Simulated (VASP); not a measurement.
# GaP: single point with r2SCAN

Crystal: GaP.

```
CELL_PARAMETERS angstrom
0.00000 2.72540 2.83442
2.72540 0.00000 2.83442
2.72540 2.72540 0.00000
ATOMIC_POSITIONS crystal
Ga 0.00000 0.00000 0.00000
P 0.25000 0.25000 0.25000
```

This cell differs from its parent crystal: uniaxial z strain +4.0%.

```yaml
Program: VASP 6.6.1
Task: single point
Functional: r2SCAN
Potentials_or_basis: VASP PAW PBE potentials, release 64 (Ga_d, P)
Cutoff: 520 eV
k_mesh: 8 × 8 × 8
Occupations: gaussian, width 0.01 eV
Spin: no spin polarisation
Dipole_correction: no
Further_INCAR_settings: ALGO = Normal; EDIFF = 1e-07; NBANDS = 16
```

| Quantity | Value |
| --- | --- |
| Pressure | -3.2 GPa |
| Band gap on the k mesh | 1.76 eV, indirect (least direct gap 1.91 eV) |

Stress tensor (GPa, compression positive):
```
-2.09  0.00  0.00
 0.00 -2.09  0.00
 0.00  0.00 -5.48
```

Levels at points of the mesh, in eV from the valence-band top:
| k point | band 7 | band 8 | band 9 | band 10 | band 11 | band 12 |
| --- | --- | --- | --- | --- | --- | --- |
| (0.00, 0.00, 0.00) | -0.24 | 0.00 | 0.00 | 1.91 | 4.10 | 4.10 |
| (0.50, 0.00, 0.00) | -6.69 | -1.36 | -1.02 | 1.80 | 4.88 | 5.13 |
| (0.50, 0.50, 0.00) | -7.02 | -2.55 | -2.55 | 2.10 | 2.31 | 10.97 |
| (0.50, 0.00, 0.50) | -6.76 | -2.84 | -2.81 | 1.82 | 1.93 | 10.84 |

Run time: 110 s on 1 thread of Intel Xeon 6975P-C (shared host), peak memory 0.19 GiB.

Caveat: the cell differs from its parent crystal (uniaxial z strain +4.0%); the PAW data sets were made with another functional, which shifts forces and pressure a little. A k mesh can miss the band edges.
